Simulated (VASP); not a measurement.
# Ti (P6/mmm) in VASP: a series of runs

Runs on Ti. Level: PBE. Tasks: single point.

Everything below comes from runs of VASP 6.6.1. Logs are shortened: lines on timing, memory, paths and dates and some standing lists are left out, and cuts for length are marked.

## Step 1: The cell of the first run

The structure is hexagonal, space group P6/mmm (No. 191). The conventional cell has a = 4.455 Å, b = 4.455 Å, c = 2.753 Å, α = 90.00°, β = 90.00°, γ = 120.00°. Within 3.6 Å of Ti (site symmetry 6/mmm) lie 14 Ti at 2.75 to 2.92 Å. Ti (site symmetry -6m2) has 11 Ti at 2.57 to 2.92 Å within 3.4 Å.

This isn't the form of Ti at room conditions, which is hcp.

## Step 2: Single point, PBE, collinear spin (15.77 Å³/atom)

Contents of INCAR:

```
SYSTEM = Ti
ALGO     = Normal         ! electronic algorithm
EDIFF    = 1E-7           ! SCF threshold, eV
ENCUT    = 520            ! plane-wave cutoff, eV
GGA      = PE             ! functional
ISIF     = 2              ! what is computed and relaxed
ISMEAR   = -1             ! smearing method
ISPIN    = 2              ! spin polarisation
LASPH    = .TRUE.         ! aspherical terms in the spheres
LCHARG   = .FALSE.        ! write CHGCAR
LMAXMIX  = 4              ! l up to which the mixer works
LORBIT   = 11             ! projections on sites
LREAL    = .FALSE.        ! projectors in reciprocal space
LWAVE    = .FALSE.        ! write WAVECAR
MAGMOM   = 1 1 1          ! initial moments
NBANDS   = 29             ! bands
NELM     = 150            ! most SCF steps
PREC     = Accurate       ! precision mode
SIGMA    = 0.05           ! smearing width, eV
```

Contents of KPOINTS:

```
k-points
0
G
  11 11 15
  0 0 0
```

Contents of POSCAR:

```
Ti
1.0
    4.4548115516      0.0000000000      0.0000000000
   -2.2274057758      3.8579799727      0.0000000000
    0.0000000000      0.0000000000      2.7528775459
Ti
3
Direct
    0.0000000000      1.0000000000      0.0000000000
    0.3333333333      0.6666666667      0.5000000000
    0.6666666667      0.3333333333      0.5000000000
```

Potentials or basis: VASP PAW PBE potentials, release 64 (Ti_sv).

Launch:

```sh
$ cat potpaw_PBE.64/Ti_sv/POTCAR > POTCAR
$ mpirun -np 1 vasp_std > vasp.out
```

OUTCAR:

```text
SYSTEM = Ti
   EDIFF = 1E-7
   ENCUT = 520
   GGA = PE
   ISIF = 2
   ISMEAR = -1
   ISPIN = 2
   LASPH = .TRUE.
   LORBIT = 11
   LREAL = .FALSE.
   NELM = 150
   PREC = Accurate

 ion  position               nearest neighbor table
   1  0.000  0.000  0.000-   2 2.92   3 2.92   2 2.92   3 2.92   2 2.92   2 2.92   3 2.92   3 2.92
                             3 2.92   3 2.92   2 2.92   2 2.92
   2  0.333  0.667  0.500-   3 2.57   3 2.57   3 2.57   1 2.92   1 2.92   1 2.92   1 2.92   1 2.92
                             1 2.92
   3  0.667  0.333  0.500-   2 2.57   2 2.57   2 2.57   1 2.92   1 2.92   1 2.92   1 2.92   1 2.92
                             1 2.92

  LATTYP: Found a hexagonal cell.
 ALAT       =     4.4548115516
 C/A-ratio  =     0.6179560042

  Lattice vectors:

 A1 = (   4.4548115516,   0.0000000000,   0.0000000000)
 A2 = (  -2.2274057758,   3.8579799727,   0.0000000000)
 A3 = (   0.0000000000,   0.0000000000,   2.7528775459)

Analysis of symmetry for initial positions (statically):
=====================================================================
 Subroutine PRICEL returns:
 Original cell was already a primitive cell.

 Routine SETGRP: Setting up the symmetry group for a
 hexagonal supercell.

 Subroutine GETGRP returns: Found 24 space group operations
 (whereof 24 operations were pure point group operations)
 out of a pool of 24 trial point group operations.

The static configuration has the point symmetry D_6h.

Analysis of symmetry for dynamics (positions and initial velocities):
=====================================================================
 Subroutine PRICEL returns:
 Original cell was already a primitive cell.

 Routine SETGRP: Setting up the symmetry group for a
 hexagonal supercell.

 Subroutine GETGRP returns: Found 24 space group operations
 (whereof 24 operations were pure point group operations)
 out of a pool of 24 trial point group operations.

The dynamic configuration has the point symmetry D_6h.

Analysis of structural, dynamic, and magnetic symmetry:
=====================================================================
 Subroutine PRICEL returns:
 Original cell was already a primitive cell.

 Routine SETGRP: Setting up the symmetry group for a
 hexagonal supercell.

 Subroutine GETGRP returns: Found 24 space group operations
 (whereof 24 operations were pure point group operations)
 out of a pool of 24 trial point group operations.

The overall configuration has the point symmetry D_6h.

 Subroutine INISYM returns: Found 24 space group operations
 (whereof 24 operations are pure point group operations),
 and found     1 'primitive' translations

----------------------------------------------------------------------------------------

                                     Primitive cell

  volume of cell :      47.3125

  direct lattice vectors                    reciprocal lattice vectors
     4.454811552  0.000000000  0.000000000     0.224476387  0.129601502  0.000000000
    -2.227405776  3.857979973  0.000000000     0.000000000  0.259203004  0.000000000
     0.000000000  0.000000000  2.752877546     0.000000000  0.000000000  0.363256259

  length of vectors
     4.454811552  4.454811552  2.752877546     0.259203004  0.259203004  0.363256259

  position of ions in fractional coordinates (direct lattice)
     0.000000000  0.000000000  0.000000000
     0.333333333  0.666666667  0.500000000
     0.666666667  0.333333333  0.500000000

  ion indices of the primitive-cell ions
   primitive index   ion index
                 1           1
                 2           2
                 3           3

----------------------------------------------------------------------------------------

 KPOINTS: k-points

Automatic generation of k-mesh.
 Grid dimensions read from file:
 generate k-points for:   11   11   15

 Generating k-lattice:

  Cartesian coordinates                     Fractional coordinates (reciprocal lattice)
     0.020406944  0.011781955  0.000000000     0.090909091  0.000000000  0.000000000
     0.000000000  0.023563909  0.000000000     0.000000000  0.090909091  0.000000000
     0.000000000  0.000000000  0.024217084     0.000000000  0.000000000  0.066666667

  Length of vectors
     0.023563909  0.023563909  0.024217084

  Shift w.r.t. Gamma in fractional coordinates (k-lattice)
     0.000000000  0.000000000  0.000000000

 Subroutine IBZKPT returns following result:
 ===========================================

 Found    128 irreducible k-points:

 Following reciprocal coordinates:
            Coordinates               Weight
  0.000000  0.000000  0.000000      1.000000
  0.090909  0.000000  0.000000      6.000000
  0.181818 -0.000000  0.000000      6.000000
  0.272727  0.000000  0.000000      6.000000
  0.363636  0.000000  0.000000      6.000000
  0.454545 -0.000000  0.000000      6.000000
[... 16 lines left out ...]
  0.090909  0.090909  0.066667     12.000000
  0.181818  0.090909  0.066667     24.000000
 [... further k-points ...]
   k-points           NKPTS =    128   k-points in BZ     NKDIM =    128   number of bands    NBANDS=     29
   number of dos      NEDOS =    301   number of ions     NIONS =      3
   total plane-waves  NPLWV =  25920
   dimension x,y,z NGX =    36 NGY =   36 NGZ =   20
   dimension x,y,z NGXF=    72 NGYF=   72 NGZF=   40
   ions per type =               3
   NGX,Y,Z   is equivalent  to a cutoff of  13.43, 13.43, 12.08 a.u.
   NGXF,Y,Z  is equivalent  to a cutoff of  26.87, 26.87, 24.16 a.u.
 SYSTEM =  Ti
   PREC   = accura    normal or accurate (medium, high low for compatibility)
   ISTART =      0    job   : 0-new  1-cont  2-samecut
   ICHARG =      2    charge: 1-file 2-atom 10-const
   ISPIN  =      2    spin polarized calculation?
   LNONCOLLINEAR =      F non collinear calculations
   LSORBIT =      F    spin-orbit coupling
   LASPH  =      T    aspherical Exc in radial PAW
   ENCUT  =  520.0 eV  38.22 Ry    6.18 a.u.   8.28  8.28  5.12*2*pi/ulx,y,z
   NELM   =    150;   NELMIN=  2; NELMDL= -5     # of ELM steps
   EDIFF  = 0.1E-06   stopping-criterion for ELM
   LREAL  =      F    real-space projection
   EDIFFG = 0.1E-05   stopping-criterion for IOM
   NSW    =      0    number of steps for IOM
   IBRION =     -1    ionic relax: 0-MD 1-quasi-New 2-CG
   NFREE  =      0    steps in history (QN), initial steepest desc. (CG)
   ISIF   =      2    stress and relaxation
   ISYM   =      2    0-nonsym 1-usesym 2-fastsym
   POTIM  = 0.5000    time-step for ionic-motion
   TEBEG  =    0.0;   TEEND  =   0.0 temperature during run
   PSTRESS=    0.0 pullay stress
   NELECT =      36.0000    total number of electrons
   NUPDOWN=      -1.0000    fix difference up-down
   EMIN   =  10.00;   EMAX   =-10.00  energy-range for DOS
   EFERMI =   0.00;   METHOD = LEGACY
   ISMEAR =    -1;   SIGMA  =   0.05  broadening in eV -4-tet -1-fermi 0-gaus
   EFERMI_NEDOS =   21; number of points for ismear=-14 and -15
   IALGO  =     38    algorithm
   IMIX   =      4    mixing-type and parameters
     AMIX     =   0.40;   BMIX     =  1.00
     AMIX_MAG =   1.60;   BMIX_MAG =  1.00
  volume/ion in A,a.u.               =      15.77       106.43
  Fermi-wavevector in a.u.,A,eV,Ry     =   1.494572  2.824332 30.391965  2.233746
  Thomas-Fermi vector in A             =   2.606828
   LORBIT       =     11    0 simple, 1 ext, 2 COOP (PROOUT), +10 PAW based schemes
   GGA     = PE    functional components
   LHFCALC =     F    Hartree Fock is set to
   AEXX    =    0.0000 exact exchange contribution
   IVDW    =     0    specifies the selected vdW correction
   LEPSILON=     F    determine dielectric tensor
   LRPA    =     F    only Hartree local field effects (RPA)
 spin polarized calculation
  energy-cutoff  :      520.00
  volume of cell :       47.31
 maximum number of plane-waves:      1295
 NGX is ok and might be reduce to    36
   NGX = 17   NGY = 17   NGZ = 11

 number of electron      36.0000009 magnetization       0.0009956

 number of electron      36.0000009 magnetization      -0.0000274

 Free energy of the ion-electron system (eV)
  ---------------------------------------------------
  ext. energy  EPLUGINS =         0.00000000
  ---------------------------------------------------
  free energy    TOTEN  =       -23.40816842 eV

  energy without entropy =      -23.38492033  energy(sigma->0) =      -23.39654438

 E-fermi :   9.2780     XC(G=0): -11.9604

 val. band max:        9.2746496455   @ k =   0.3636   0.0909   0.1333
 cond. band min:       9.2907219862   @ k =   0.2727   0.2727   0.0000
 fundamental gap:      0.0160723408
 Fermi energy:         9.2779748466

 spin component 1

 k-point     1 :       0.0000    0.0000    0.0000
  band No.  band energies     occupation
      1     -47.4545      1.00000
      2     -47.1987      1.00000
      3     -46.9909      1.00000
      4     -23.7960      1.00000
      5     -23.7960      1.00000
      6     -23.7458      1.00000
[... 757 lines left out ...]
     28      13.2507      0.00000
     29      14.9827      0.00000

 [... further k-points ...]

 spin component 2

 k-point     1 :       0.0000    0.0000    0.0000
  band No.  band energies     occupation
      1     -47.4546      1.00000
      2     -47.1986      1.00000
      3     -46.9908      1.00000
      4     -23.7962      1.00000
      5     -23.7962      1.00000
      6     -23.7457      1.00000
[... 757 lines left out ...]
     28      13.2507      0.00000
     29      14.9827      0.00000

 [... further k-points ...]

------------------------ aborting loop because EDIFF is reached ----------------------------------------

  FORCE on cell =-STRESS in cart. coord.  units (eV):
  Direction    XX          YY          ZZ          XY          YZ          ZX
  --------------------------------------------------------------------------------------
  -------------------------------------------------------------------------------------
  Total        3.0258630      3.0258630      3.2705853      0.0000000      0.0000000     -0.0000000
  in kB      102.4669122    102.4669122    110.7541128      0.0000000      0.0000000     -0.0000000
  external PRESSURE =     105.2293124 kB  Pullay stress =       0.0000000 kB

 VOLUME and BASIS-vectors are now :
 -----------------------------------------------------------------------------
  energy-cutoff  :      520.00
  volume of cell :       47.31
      direct lattice vectors                 reciprocal lattice vectors
     4.454811552  0.000000000  0.000000000     0.224476387  0.129601502  0.000000000
    -2.227405776  3.857979973  0.000000000     0.000000000  0.259203004  0.000000000
     0.000000000  0.000000000  2.752877546     0.000000000  0.000000000  0.363256259

 POSITION                                       TOTAL-FORCE (eV/Angst)
 -----------------------------------------------------------------------------------
      0.00000      0.00000      0.00000        -0.000000      0.000000     -0.000000
     -0.00000      2.57199      1.37644         0.000000      0.000000     -0.000000
      2.22741      1.28599      1.37644        -0.000000      0.000000      0.000000
 -----------------------------------------------------------------------------------
    total drift:                                0.000000      0.000000     -0.000000

  FREE ENERGIE OF THE ION-ELECTRON SYSTEM (eV)
  ---------------------------------------------------
  free  energy   TOTEN  =       -23.4081684226 eV

  energy  without entropy=      -23.3849203276  energy(sigma->0) =      -23.39654438

 total charge

# of ion       s       p       d       tot
------------------------------------------
    1        2.259   6.165   1.863  10.287
    2        2.264   6.125   2.031  10.420
    3        2.264   6.125   2.031  10.420
--------------------------------------------------
tot          6.786  18.416   5.926  31.127

 magnetization (x)

# of ion       s       p       d       tot
------------------------------------------
    1       -0.000  -0.000  -0.000  -0.000
    2        0.000   0.000   0.000   0.000
    3        0.000   0.000   0.000   0.000
--------------------------------------------------
tot          0.000  -0.000   0.000   0.000
```

Run time: 4.9 min. Hardware: 1 thread of Intel Xeon Platinum 8375C at 2.90GHz (Ice Lake), shared host; peak memory 0.35 GiB.

Results:

| Property | Result |
| --- | --- |
| Free energy | -23.4082 eV |
| Pressure | 10.5 GPa |
| Band gap on the k mesh | zero (filled and empty bands overlap) |
| Net moment | 0.00 μB per cell |
| Valence electrons inside the program's atomic spheres | Ti 10.29, 10.42 (each value once) |

Caveat: the cell stands under pressure.

## Step 3: Single point, PBE, collinear spin (16.46 Å³/atom)

This run uses another cell than the first one, of 16.46 Å³/atom.

Contents of INCAR:

```
SYSTEM = Ti
PREC     = Accurate       ! precision mode
ENCUT    = 520            ! plane-wave cutoff, eV
EDIFF    = 1E-7           ! SCF threshold, eV
ISMEAR   = -1             ! smearing method
SIGMA    = 0.05           ! smearing width, eV
LREAL    = .FALSE.        ! projectors in reciprocal space
LASPH    = .TRUE.         ! aspherical terms in the spheres
NELM     = 150            ! most SCF steps
ALGO     = Normal         ! electronic algorithm
ISIF     = 2              ! what is computed and relaxed
LWAVE    = .FALSE.        ! write WAVECAR
LCHARG   = .FALSE.        ! write CHGCAR
ISPIN    = 2              ! spin polarisation
MAGMOM   = 1 1 1          ! initial moments
LORBIT   = 11             ! projections on sites
LMAXMIX  = 4              ! l up to which the mixer works
GGA      = PE             ! functional
NBANDS   = 29             ! bands
```

Contents of KPOINTS:

```
Automatic mesh
0
G
  11 11 15
  0 0 0
```

Contents of POSCAR:

```
Ti
1.0
    4.5184603159      0.0000000000      0.0000000000
   -2.2592301579      3.9131014195      0.0000000000
    0.0000000000      0.0000000000      2.7922096819
Ti
3
Direct
    0.0000000000      1.0000000000      0.0000000000
    0.3333333333      0.6666666667      0.5000000000
    0.6666666667      0.3333333333      0.5000000000
```

Potentials or basis: VASP PAW PBE potentials, release 64 (Ti_sv).

Launch:

```sh
$ cat potpaw_PBE.64/Ti_sv/POTCAR > POTCAR
$ mpirun -np 1 vasp_std > vasp.out
```

Wall time 6 min (1 thread of Intel Xeon Platinum 8375C at 2.90GHz (Ice Lake), shared host); peak memory 0.36 GiB.

The run converged. Its results:

```
Free energy                                           : -23.5053 eV
Pressure                                              : 4.7 GPa
Band gap on the k mesh                                : zero (filled and empty bands overlap)
Net moment                                            : 0.00 μB per cell
Valence electrons inside the program's atomic spheres : Ti 10.23, 10.36 (each value once)
```

Stress tensor (GPa, compression positive):
```
4.51 0.00 0.00
0.00 4.51 0.00
0.00 0.00 4.94
```

Levels at points of the mesh, in eV from the Fermi level:
Spin up:
| k point | band 15 | band 16 | band 17 | band 18 | band 19 | band 20 | band 21 | band 22 |
| --- | --- | --- | --- | --- | --- | --- | --- | --- |
| (0.00, 0.00, 0.00) | -0.71 | -0.71 | -0.62 | -0.62 | -0.02 | 0.70 | 1.34 | 1.34 |
Spin down:
| k point | band 15 | band 16 | band 17 | band 18 | band 19 | band 20 | band 21 | band 22 |
| --- | --- | --- | --- | --- | --- | --- | --- | --- |
| (0.00, 0.00, 0.00) | -0.71 | -0.71 | -0.62 | -0.62 | -0.02 | 0.70 | 1.34 | 1.34 |

Caveat: the cell stands under pressure.

(Part 1 of 2 ends here.)

The gap in the log of VASP goes by the Fermi energy; the results here count the filled bands.